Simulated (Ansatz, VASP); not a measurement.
Te: VASP beside Ansatz

Contents of INCAR:

```
SYSTEM = Te
ALGO = Normal
EDIFF = 1E-8
ENCUT = 520
GGA = PE
ISIF = 2
ISMEAR = -1
LASPH = .True.
LCHARG = .False.
LEFG = .True.
LREAL = .False.
LWAVE = .False.
NBANDS = 16
NELM = 80
PREC = Accurate
SIGMA = 0.08
```

Contents of KPOINTS:

```
k-points
0
Gamma
  9 9 6
  0 0 0
```

File POSCAR:

```
Te
1.0
    4.4430896501      0.0000000000      0.0000000000
   -2.2215448251      3.8478285083      0.0000000000
    0.0000000000      0.0000000000      5.9051837985
Te
3
Direct
    0.7450000000      0.0000000000      0.3333333333
    0.0000000000      0.7450000000      0.6666666667
    0.2550000000      0.2550000000      0.0000000000
```

Input for Ansatz:

```yaml
crystal:
  lattice:
    - [4.4430896501, 0.0, 0.0]
    - [-2.2215448251, 3.8478285083, 0.0]
    - [0.0, 0.0, 5.9051837985]
  atoms:
    - { symbol: Te, position: [0.745, 0.0, 0.3333333333] }
    - { symbol: Te, position: [0.0, 0.745, 0.6666666667] }
    - { symbol: Te, position: [0.255, 0.255, 0.0] }
kpoints:
  mp_grid: { grid: [9, 9, 6] }
scf:
  occupations: { method: fermi_dirac, width: 0.08 }
hamiltonian:
  xc: pbe
  pseudopotentials: { kind: all_electron, datasets: crystal }
output:
  forces: true
  stress: true
  eigenvalues: true
  efg: { contact_densities: true }
```

Change from the starting cell: volume scaled by 0.99, crystal datasets.

Alike in both runs: task electric field gradients; functional PBE; k mesh 9 × 9 × 6; occupations fermi-dirac, width 0.08 eV; no spin polarisation.

|  | VASP | Ansatz |
| --- | --- | --- |
| version | VASP 6.6.1 | Ansatz 0.2.0 |
| potentials or method | VASP PAW PBE potentials, release 64 (Te), cutoff 520 eV | all-electron PAW with datasets made for the crystal, scalar-relativistic |

|  | VASP | Ansatz | Ansatz less VASP |
| --- | --- | --- | --- |
| pressure (GPa) | 3.8 | 3.7 | -0.04 |
| traceless stress, the component that is largest in VASP (GPa) | 0.98 | 0.93 | -0.046 |
| rms of the force components (eV/Å) | 0.410 | 0.396 | -0.0144 |
| size of Vzz on the site where it differs most (V/Å²) | 559.7 | 585.3 | +25.55 |

Atom by atom the forces differ by 0.014 eV/Å (rms over components). Ansatz ran all-electron here, and VASP with PAW potentials.

Neither program's run includes spin-orbit coupling.
